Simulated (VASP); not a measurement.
Here is a VASP 6.6.1 calculation.

INCAR

```
PREC = Accurate ; ENCUT = 520
EDIFF = 1E-6 ; ISMEAR = 0
SIGMA = 0.1 ; LREAL = F
LASPH = T ; NELM = 80
ALGO = Normal ; ISIF = 2
LWAVE = F ; LCHARG = F
GGA = PE ; NBANDS = 31
```

Contents of KPOINTS:

```
regular mesh
0
Gamma
  12 12 6
```

POSCAR

```
Si2Mo
1.0
    3.2255341363      0.0000000000      0.0000000000
    0.0000000000      3.2255341363      0.0000000000
    0.0000000000      0.0000000000      7.7549246828
Si Mo
4 2
Direct
    0.0000000000      0.0000000000      0.3349418009
    0.5000000000      0.5000000000      0.1650581991
    0.5000000000      0.5000000000      0.8349418009
    0.0000000000      0.0000000000      0.6650581991
    0.0000000000      0.0000000000      0.0000000000
    0.5000000000      0.5000000000      0.5000000000
```

Potentials or basis: VASP PAW PBE potentials, release 64 (Si, Mo_sv).

Launch:

```bash
$ cat potpaw_PBE.64/Si/POTCAR potpaw_PBE.64/Mo_sv/POTCAR > POTCAR
$ mpirun -np 1 vasp_std > vasp.out
```

Problem. Estimate the band gap on the k mesh.

Solution. Zero (bands 22 and 23 overlap by 0.86 eV).

Problem. What does it give for the pressure?

Solution. 2.6 GPa.

Problem. What does it give for the largest force?

Solution. 0.007 eV/Å.

Stress tensor (GPa, compression positive):
```
0.21 0.00 0.00
0.00 0.21 0.00
0.00 0.00 7.48
```

Caveat: the cell differs from its parent crystal (uniaxial strain along c: -1.5 %, then relaxed in part).
